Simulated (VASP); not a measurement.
SnTe: single point with PBE

The system is SnTe.

```
CELL_PARAMETERS angstrom
0.00000 3.61115 3.61115
3.61115 0.00000 3.61115
3.61115 3.61115 0.00000
ATOMIC_POSITIONS crystal
Te 0.75000 0.75000 0.75000
Sn 0.00000 0.00000 0.00000
```

- Program: VASP 6.6.1
- Task: single point
- Functional: PBE
- Potentials or basis: VASP PAW PBE potentials, release 64 (Te, Sn_d)
- Cutoff: 520 eV
- k mesh: 7 × 7 × 7
- Occupations: gaussian, width 0.05 eV
- Spin: no spin polarisation
- Dipole correction: no
- Further INCAR settings: ALGO = Normal; EDIFF = 1e-06; NBANDS = 17

| Property | Result |
| --- | --- |
| Pressure | -0.1 GPa |
| Band gap on the k mesh | 0.33 eV, indirect (least direct gap 0.83 eV) |

Levels at points of the mesh, in eV from the valence-band top:
```csv
k point,band 8,band 9,band 10,band 11,band 12,band 13
"(0.00, 0.00, 0.00)",-1.75,-1.75,-1.75,1.19,1.19,1.19
```

It took 68 s on 1 thread of Intel Xeon 8259CL, with other jobs on the host, peak memory 0.25 GiB.

Caveat: spin-orbit coupling is left out, which moves the levels of the heavy elements. A k mesh can miss the band edges.
